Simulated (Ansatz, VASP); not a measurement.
## One calculation of C, two programs

POSCAR

```
C
1.0
    0.0000000000      1.7834200000      1.7834200000
    1.7834200000      0.0000000000      1.7834200000
    1.7834200000      1.7834200000      0.0000000000
C
2
Direct
    0.5000000000      0.5000000000      0.5000000000
    0.7500000000      0.7500000000      0.7500000000
```

File INCAR.step1:

```
SYSTEM = C
  ALGO = Normal
  EDIFF = 1E-5
  ENCUT = 660
  GGA = PE
  GGA_COMPAT = .False.
  ISMEAR = -1
  LASPH = .True.
  LCHARG = .False.
  LREAL = .False.
  LWAVE = .True.
  NBANDS = 11
  NELM = 120
  PREC = Accurate
  SIGMA = 0.003
```

File INCAR.step2:

```
SYSTEM = C
  ALGO = Normal
  EDIFF = 1E-6
  ENCUT = 660
  GGA_COMPAT = .False.
  ISIF = 2
  ISMEAR = -1
  ISTART = 1
  LASPH = .True.
  LCHARG = .False.
  LMIXTAU = .True.
  LREAL = .False.
  LWAVE = .False.
  METAGGA = R2SCAN
  NBANDS = 11
  NELM = 120
  PREC = Accurate
  SIGMA = 0.003
```

KPOINTS

```
k-points
0
Gamma
  12 12 12
  0 0 0
```

Input for Ansatz:

```yaml
crystal:
  lattice:
    - [0.0, 1.78342, 1.78342]
    - [1.78342, 0.0, 1.78342]
    - [1.78342, 1.78342, 0.0]
  atoms:
    - { symbol: C, position: [0.5, 0.5, 0.5] }
    - { symbol: C, position: [0.75, 0.75, 0.75] }
hamiltonian:
  xc: r2scan
  pseudopotentials: { kind: paw }
basis:
  ecutwfc: 500
kpoints:
  mp_grid: { grid: [12, 12, 12] }
scf:
  occupations: { method: fermi_dirac, width: 0.003 }
  lower_state_search: "off"
  algorithm: density_mixing
  max_iter: 80
  mixing: {}
output:
  forces: true
  stress: true
```

Alike in both runs: task single point; functional r2SCAN; k mesh 12 × 12 × 12; occupations fermi-dirac, width 0.003 eV; no spin polarisation.

|  | VASP | Ansatz |
| --- | --- | --- |
| version | VASP 6.6.1 | Ansatz 0.2.0 |
| potentials or method | VASP PAW PBE potentials, release 64 (C), cutoff 660 eV | PAW, plane waves, scalar-relativistic |
| valence electrons in the cell | 8 | 8 |

|  | VASP | Ansatz | Ansatz less VASP |
| --- | --- | --- | --- |
| pressure (GPa) | -2.3 | -2.5 | -0.12 |

VASP's potentials were made for PBE, not for r2SCAN.
